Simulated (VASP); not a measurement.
Here is a VASP 6.6.1 calculation.

Contents of POSCAR:

```
Ca
1.0
    0.0000000000      2.7942000000      2.8780260000
    2.7942000000      0.0000000000      2.8780260000
    2.7942000000      2.7942000000      0.0000000000
Ca
1
Direct
    0.0000000000      0.0000000000      0.0000000000
```

File INCAR.step1:

```
SYSTEM = Ca
PREC = Accurate
ENCUT = 520
ISMEAR = 0
SIGMA = 0.15
LREAL = .False.
LASPH = .True.
NELM = 80
NBANDS = 11
GGA = PE
ALGO = Normal
EDIFF = 1E-4
LWAVE = .True.
LCHARG = .False.
```

INCAR.step2

```
SYSTEM = Ca
PREC = Accurate
ENCUT = 520
EDIFF = 1E-7
ISMEAR = 0
SIGMA = 0.15
LREAL = .False.
LASPH = .True.
NELM = 80
ALGO = Normal
ISIF = 2
LWAVE = .False.
LCHARG = .False.
METAGGA = R2SCAN
LMIXTAU = .True.
NBANDS = 11
ISTART = 1
```

Contents of KPOINTS:

```
regular mesh
0
Gamma
  14 14 14
  0 0 0
```

Potentials or basis: VASP PAW PBE potentials, release 64 (Ca_sv).

Run with:

```sh
$ cat potpaw_PBE.64/Ca_sv/POTCAR > POTCAR
$ cp INCAR.step1 INCAR
$ mpirun -np 1 vasp_std > vasp.out
$ cp INCAR.step2 INCAR
$ mpirun -np 1 vasp_std > vasp.out
```

Question: What does it give for the pressure?

Answer: -0.6 GPa.

Question: Estimate the band gap on the k mesh.

Answer: Zero (bands 5 and 6 overlap by 0.59 eV).

Stress tensor (GPa, compression positive):
```
-0.55  0.00  0.00
 0.00 -0.55  0.00
 0.00  0.00 -0.81
```

Caveat: the cell differs from its parent crystal (strain +0.000 along x and y, +0.030 along z); the PAW data sets were made with another functional, which shifts forces and pressure a little.
